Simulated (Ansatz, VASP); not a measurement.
# K in VASP and in Ansatz

The input INCAR:

```
SYSTEM = K
ALGO = Normal
EDIFF = 1E-6
EDIFFG = -0.01
ENCUT = 600
GGA = PS
IBRION = 2
ISIF = 3
ISMEAR = -1
LASPH = .TRUE.
LCHARG = .FALSE.
LREAL = .FALSE.
LWAVE = .FALSE.
NELM = 80
NSW = 80
PREC = Accurate
SIGMA = 0.1
```

Contents of KPOINTS:

```
k-points
0
G
  8 8 2
  0 0 0
```

POSCAR

```
K
1.0
    4.6549393048      0.0000000000      0.0000000000
   -2.3274696524      4.0312956910      0.0000000000
    0.0000000000      0.0000000000     15.2030317694
K
4
Direct
    0.0000000000      0.0000000000      0.0000000000
    0.0000000000      0.0000000000      0.5000000000
    0.3333333333      0.6666666667      0.2500000000
    0.6666666667      0.3333333333      0.7500000000
```

Input for Ansatz:

```yaml
crystal:
  lattice:
    - [4.6549393048, 0.0, 0.0]
    - [-2.3274696524, 4.031295691, 0.0]
    - [0.0, 0.0, 15.2030317694]
  atoms:
    - { symbol: K, position: [0.0, 0.0, 0.0] }
    - { symbol: K, position: [0.0, 0.0, 0.5] }
    - { symbol: K, position: [0.3333333333, 0.6666666667, 0.25] }
    - { symbol: K, position: [0.6666666667, 0.3333333333, 0.75] }
hamiltonian:
  xc: pbesol
  pseudopotentials:
    kind: paw
    azcp:
      K: "pseudopotentials/K.paw.azcp"
basis:
  ecutwfc: 420
  fft_grid_basis: typed
kpoints:
  mp_grid: { grid: [8, 8, 2], shift: [0, 0, 0] }
magnetization:
  spin_polarized: false
scf:
  occupations: { method: fermi_dirac, width: 0.1 }
relax:
  max_steps: 60
  f_tol: 0.01
  cell: {}
```

Alike in both runs: task relaxation of cell and atoms; functional PBEsol; k mesh 8 × 8 × 2; occupations fermi-dirac, width 0.1 eV; no spin polarisation.

|  | VASP | Ansatz |
| --- | --- | --- |
| version | VASP 6.6.1 | Ansatz 0.2.0 |
| potentials or method | VASP PAW PBE potentials, release 64 (K_sv), cutoff 600 eV | plane waves (420 eV) with PAW, scalar-relativistic |
| valence electrons in the cell | 36 | 36 |

```csv
,VASP,Ansatz,Ansatz less VASP
relaxed volume (Å³/atom),71.32,71.32,0.000
relaxed cell length with the largest relative difference (Å),4.655,4.655,0.0000
```

VASP's potentials were made for PBE, not for PBEsol, and Ansatz warns of the same on its side.

Noted on VASP's run: the relaxation stopped at its first step, so nothing moved.
